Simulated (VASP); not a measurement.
# InSb (F-43m) in VASP: further runs, part 2 of 2

VASP 6.6.1. The steps go on from the part before.

**4. Single point, PBEsol**

This run uses another cell than the first one, of 33.21 Å³/atom.

Input file INCAR:

```
SYSTEM = InSb
PREC = Accurate
ENCUT = 520
EDIFF = 1E-6
ISMEAR = -1
SIGMA = 0.15
LREAL = .False.
LASPH = .True.
NELM = 60
ALGO = Normal
ISIF = 2
LWAVE = .False.
LCHARG = .False.
GGA = PS
NBANDS = 16
```

Input file KPOINTS:

```
Automatic mesh
0
Gamma
  12 12 12
  0 0 0
```

Input file POSCAR:

```
InSb
1.0
    0.0000000000      3.2143899726      3.2143899726
    3.2143899726      0.0000000000      3.2143899726
    3.2143899726      3.2143899726      0.0000000000
In Sb
1 1
Direct
    0.0000000000      0.0000000000      0.0000000000
    0.7500000000      0.7500000000      0.7500000000
```

Potentials or basis: VASP PAW PBE potentials, release 64 (In_d, Sb).

Launch:

```
> cat potpaw_PBE.64/In_d/POTCAR potpaw_PBE.64/Sb/POTCAR > POTCAR
> mpirun -np 1 vasp_std > vasp.out
```

OUTCAR:

```text
SYSTEM = InSb
   PREC = Accurate
   ENCUT = 520
   EDIFF = 1E-6
   ISMEAR = -1
   LREAL = .False.
   LASPH = .True.
   NELM = 60
   ISIF = 2
   GGA = PS

 ion  position               nearest neighbor table
   1  0.000  0.000  0.000-   2 2.78   2 2.78   2 2.78   2 2.78
   2  0.750  0.750  0.750-   1 2.78   1 2.78   1 2.78   1 2.78

  LATTYP: Found a face centered cubic cell.
 ALAT       =     6.4287799452

  Lattice vectors:

 A1 = (   0.0000000000,   3.2143899726,   3.2143899726)
 A2 = (   3.2143899726,   0.0000000000,   3.2143899726)
 A3 = (   3.2143899726,   3.2143899726,   0.0000000000)

Analysis of symmetry for initial positions (statically):
=====================================================================
 Subroutine PRICEL returns:
 Original cell was already a primitive cell.

 Routine SETGRP: Setting up the symmetry group for a
 face centered cubic supercell.

 Subroutine GETGRP returns: Found 24 space group operations
 (whereof 24 operations were pure point group operations)
 out of a pool of 48 trial point group operations.

The static configuration has the point symmetry T_d .

Analysis of symmetry for dynamics (positions and initial velocities):
=====================================================================
 Subroutine PRICEL returns:
 Original cell was already a primitive cell.

 Routine SETGRP: Setting up the symmetry group for a
 face centered cubic supercell.

 Subroutine GETGRP returns: Found 24 space group operations
 (whereof 24 operations were pure point group operations)
 out of a pool of 48 trial point group operations.

The dynamic configuration has the point symmetry T_d .

 Subroutine INISYM returns: Found 24 space group operations
 (whereof 24 operations are pure point group operations),
 and found     1 'primitive' translations

----------------------------------------------------------------------------------------

                                     Primitive cell

  volume of cell :      66.4241

  direct lattice vectors                    reciprocal lattice vectors
     0.000000000  3.214389973  3.214389973    -0.155550510  0.155550510  0.155550510
     3.214389973  0.000000000  3.214389973     0.155550510 -0.155550510  0.155550510
     3.214389973  3.214389973  0.000000000     0.155550510  0.155550510 -0.155550510

  length of vectors
     4.545833894  4.545833894  4.545833894     0.269421387  0.269421387  0.269421387

  position of ions in fractional coordinates (direct lattice)
     0.000000000  0.000000000  0.000000000
     0.750000000  0.750000000  0.750000000

  ion indices of the primitive-cell ions
   primitive index   ion index
                 1           1
                 2           2

----------------------------------------------------------------------------------------

 KPOINTS: Automatic mesh

Automatic generation of k-mesh.
 Grid dimensions read from file:
 generate k-points for:   12   12   12

 Generating k-lattice:

  Cartesian coordinates                     Fractional coordinates (reciprocal lattice)
    -0.012962543  0.012962543  0.012962543     0.083333333  0.000000000  0.000000000
     0.012962543 -0.012962543  0.012962543     0.000000000  0.083333333  0.000000000
     0.012962543  0.012962543 -0.012962543     0.000000000  0.000000000  0.083333333

  Length of vectors
     0.022451782  0.022451782  0.022451782

  Shift w.r.t. Gamma in fractional coordinates (k-lattice)
     0.000000000  0.000000000  0.000000000

 Subroutine IBZKPT returns following result:
 ===========================================

 Found     72 irreducible k-points:

 Following reciprocal coordinates:
            Coordinates               Weight
  0.000000  0.000000  0.000000      1.000000
  0.083333  0.000000  0.000000      8.000000
  0.166667  0.000000  0.000000      8.000000
  0.250000  0.000000  0.000000      8.000000
  0.333333  0.000000  0.000000      8.000000
  0.416667  0.000000  0.000000      8.000000
[... 16 lines left out ...]
  0.500000  0.166667  0.000000     24.000000
 -0.416667  0.166667  0.000000     24.000000
 [... further k-points ...]
   k-points           NKPTS =     72   k-points in BZ     NKDIM =     72   number of bands    NBANDS=     16
   number of dos      NEDOS =    301   number of ions     NIONS =      2
   total plane-waves  NPLWV =  46656
   dimension x,y,z NGX =    36 NGY =   36 NGZ =   36
   dimension x,y,z NGXF=    72 NGYF=   72 NGZF=   72
   ions per type =               1   1
   NGX,Y,Z   is equivalent  to a cutoff of  13.17, 13.17, 13.17 a.u.
   NGXF,Y,Z  is equivalent  to a cutoff of  26.33, 26.33, 26.33 a.u.
 SYSTEM =  InSb
   PREC   = accura    normal or accurate (medium, high low for compatibility)
   ISTART =      0    job   : 0-new  1-cont  2-samecut
   ICHARG =      2    charge: 1-file 2-atom 10-const
   ISPIN  =      1    spin polarized calculation?
   LNONCOLLINEAR =      F non collinear calculations
   LSORBIT =      F    spin-orbit coupling
   LASPH  =      T    aspherical Exc in radial PAW
   ENCUT  =  520.0 eV  38.22 Ry    6.18 a.u.   8.45  8.45  8.45*2*pi/ulx,y,z
   NELM   =     60;   NELMIN=  2; NELMDL= -5     # of ELM steps
   EDIFF  = 0.1E-05   stopping-criterion for ELM
   LREAL  =      F    real-space projection
   EDIFFG = 0.1E-04   stopping-criterion for IOM
   NSW    =      0    number of steps for IOM
   IBRION =     -1    ionic relax: 0-MD 1-quasi-New 2-CG
   NFREE  =      0    steps in history (QN), initial steepest desc. (CG)
   ISIF   =      2    stress and relaxation
   ISYM   =      2    0-nonsym 1-usesym 2-fastsym
   POTIM  = 0.5000    time-step for ionic-motion
   TEBEG  =    0.0;   TEEND  =   0.0 temperature during run
   PSTRESS=    0.0 pullay stress
   NELECT =      18.0000    total number of electrons
   NUPDOWN=      -1.0000    fix difference up-down
   EMIN   =  10.00;   EMAX   =-10.00  energy-range for DOS
   EFERMI =   0.00;   METHOD = LEGACY
   ISMEAR =    -1;   SIGMA  =   0.15  broadening in eV -4-tet -1-fermi 0-gaus
   EFERMI_NEDOS =   21; number of points for ismear=-14 and -15
   IALGO  =     38    algorithm
   IMIX   =      4    mixing-type and parameters
     AMIX     =   0.40;   BMIX     =  1.00
     AMIX_MAG =   1.60;   BMIX_MAG =  1.00
  volume/ion in A,a.u.               =      33.21       224.13
  Fermi-wavevector in a.u.,A,eV,Ry     =   1.059393  2.001963 15.270003  1.122314
  Thomas-Fermi vector in A             =   2.194737
   LORBIT       =      0    0 simple, 1 ext, 2 COOP (PROOUT), +10 PAW based schemes
   GGA     = PS    functional components
   LHFCALC =     F    Hartree Fock is set to
   AEXX    =    0.0000 exact exchange contribution
   IVDW    =     0    specifies the selected vdW correction
   LEPSILON=     F    determine dielectric tensor
   LRPA    =     F    only Hartree local field effects (RPA)
 non-spin polarized calculation
  energy-cutoff  :      520.00
  volume of cell :       66.42
 maximum number of plane-waves:      1820
 NGX is ok and might be reduce to    36
   NGX = 17   NGY = 17   NGZ = 17

 number of electron      17.9999999 magnetization

 Free energy of the ion-electron system (eV)
  ---------------------------------------------------
  ext. energy  EPLUGINS =         0.00000000
  ---------------------------------------------------
  free energy    TOTEN  =        -7.68466286 eV

  energy without entropy =       -7.67909766  energy(sigma->0) =       -7.68188026

 E-fermi :   5.4778     XC(G=0):  -8.9698

 val. band max:        5.2111479414   @ k =   0.0000   0.0000   0.0000
 cond. band min:       5.7235870004   @ k =   0.5000   0.0000   0.0000
 fundamental gap:      0.5124390590
 Fermi energy:         5.4777688909

 k-point     1 :       0.0000    0.0000    0.0000
  band No.  band energies     occupation
      1      -9.3814      2.00000
      2      -9.3814      2.00000
      3      -9.3814      2.00000
      4      -9.2878      2.00000
      5      -9.2878      2.00000
      6      -5.6905      2.00000
[... 8 lines left out ...]
     15      13.5457      0.00000
     16      13.5457      0.00000

 k-point     2 :       0.0833    0.0000    0.0000
  band No.  band energies     occupation
      1      -9.3852      2.00000
      2      -9.3798      2.00000
      3      -9.3798      2.00000
      4      -9.2880      2.00000
      5      -9.2880      2.00000
      6      -5.6245      2.00000
[... 8 lines left out ...]
     15      12.9544      0.00000
     16      12.9544      0.00000
[... 387 lines left out ...]
      5      -9.2847      2.00000
      6      -4.1399      2.00000
[... 8 lines left out ...]
     15      14.2335      0.00000
     16      14.5267      0.00000

 k-point    24 :      -0.4167    0.1667    0.0000
  band No.  band energies     occupation
      1      -9.4417      2.00000
      2      -9.3561      2.00000
      3      -9.3539      2.00000
      4      -9.2897      2.00000
      5      -9.2867      2.00000
      6      -4.0934      2.00000
[... 8 lines left out ...]
     15      13.4723      0.00000
     16      13.7354      0.00000

 [... further k-points ...]
[... 5 lines left out ...]
  --------------------------------------------------------------------------------------
  -------------------------------------------------------------------------------------
  Total        0.8362056      0.8362056      0.8362056     -0.0000000      0.0000000      0.0000000
  in kB       20.1696305     20.1696305     20.1696305     -0.0000000      0.0000000      0.0000000
  external PRESSURE =      20.1696305 kB  Pullay stress =       0.0000000 kB

 VOLUME and BASIS-vectors are now :
 -----------------------------------------------------------------------------
  energy-cutoff  :      520.00
  volume of cell :       66.42
      direct lattice vectors                 reciprocal lattice vectors
     0.000000000  3.214389973  3.214389973    -0.155550510  0.155550510  0.155550510
     3.214389973  0.000000000  3.214389973     0.155550510 -0.155550510  0.155550510
     3.214389973  3.214389973  0.000000000     0.155550510  0.155550510 -0.155550510

 POSITION                                       TOTAL-FORCE (eV/Angst)
 -----------------------------------------------------------------------------------
      0.00000      0.00000      0.00000        -0.000000     -0.000000      0.000000
      4.82158      4.82158      4.82158         0.000000      0.000000     -0.000000
 -----------------------------------------------------------------------------------
    total drift:                                0.000000      0.000000      0.000000

  FREE ENERGIE OF THE ION-ELECTRON SYSTEM (eV)
  ---------------------------------------------------
  free  energy   TOTEN  =        -7.6846628646 eV

  energy  without entropy=       -7.6790976627  energy(sigma->0) =       -7.68188026
```

OSZICAR:

```text
N       E                     dE             d eps       ncg     rms          rms(c)
DAV:   1     0.113351961116E+03    0.11335E+03   -0.78225E+03  2304   0.112E+03
DAV:   2    -0.606622086338E+00   -0.11396E+03   -0.10972E+03  2592   0.284E+02
DAV:   3    -0.762448507477E+01   -0.70179E+01   -0.69936E+01  2920   0.720E+01
DAV:   4    -0.782431456440E+01   -0.19983E+00   -0.19979E+00  2928   0.140E+01
DAV:   5    -0.783518905989E+01   -0.10874E-01   -0.10874E-01  3440   0.262E+00    0.422E+00
DAV:   6    -0.771003377563E+01    0.12516E+00   -0.17631E-01  3384   0.706E+00    0.239E+00
DAV:   7    -0.768511506696E+01    0.24919E-01   -0.70927E-02  3224   0.281E+00    0.624E-01
DAV:   8    -0.768427431839E+01    0.84075E-03   -0.79592E-03  3008   0.105E+00    0.276E-01
DAV:   9    -0.768467149377E+01   -0.39718E-03   -0.87054E-04  2792   0.257E-01    0.854E-02
DAV:  10    -0.768464354459E+01    0.27949E-04   -0.49525E-05  2976   0.492E-02    0.358E-02
DAV:  11    -0.768466221075E+01   -0.18666E-04   -0.33610E-05  2696   0.493E-02    0.231E-02
DAV:  12    -0.768466286460E+01   -0.65384E-06   -0.11215E-06  2208   0.929E-03
   1 F= -.76846629E+01 E0= -.76818803E+01  d E =-.556520E-02
```

It took 26 s on 1 thread of Intel Xeon 6975P-C (Granite Rapids), shared host; peak memory 0.25 GiB.

What came out:

| Property | Result |
| --- | --- |
| Free energy | -7.6847 eV |
| Pressure | 2.0 GPa |
| Band gap on the k mesh | zero (filled and empty bands touch) |

Levels at points of the mesh, in eV from the Fermi level:
| k point | band 6 | band 7 | band 8 | band 9 | band 10 | band 11 | band 12 | band 13 |
| --- | --- | --- | --- | --- | --- | --- | --- | --- |
| (0.00, 0.00, 0.00) | -11.17 | -0.39 | -0.27 | -0.27 | -0.27 | 2.66 | 2.66 | 2.66 |
| (0.50, 0.00, 0.00) | -9.73 | -6.04 | -1.32 | -1.32 | 0.25 | 3.51 | 3.51 | 5.67 |
| (0.50, 0.50, 0.00) | -9.09 | -6.32 | -2.63 | -2.63 | 0.95 | 0.98 | 8.00 | 8.00 |

Caveat: semilocal functionals underestimate gaps, so a narrow gap can read as zero; the PAW data sets were made with another functional, which shifts forces and pressure a little; spin-orbit coupling is left out, which moves the levels of the heavy elements.

**5. Overview**

```csv
task,cell,cutoff (eV),gap on the mesh (eV),pressure (GPa)
single point,"a = 4.283 Å, angles 60.0°, 2 atoms",500,0.77,16.1
relaxation of cell and atoms,"relaxed to 16 GPa from a = 4.610 Å, angles 60.0°, 2 atoms",500,0.77,16.0
single point,"a = 4.546 Å, angles 60.0°, 2 atoms",520,none,2.0
```

Alike in all rows: level PBEsol; potentials or basis VASP PAW PBE potentials, release 64 (In_d, Sb); no spin polarisation; k mesh 12 × 12 × 12; smearing fermi-dirac 0.15 eV.

Caveats: the PAW data sets were made with another functional, which shifts forces and pressure a little; spin-orbit coupling is left out, which moves the levels of the heavy elements; the cell stands under pressure (at least some runs); the cell is relaxed towards a set pressure, so the run minimises the enthalpy, not the energy (at least some runs); the volume moved by over 15 % at a fixed basis, so the end points are rough (at least some runs); semilocal functionals underestimate gaps, so a narrow gap can read as zero (at least some runs).

Absolute energies hang on the potentials; compare differences alone.
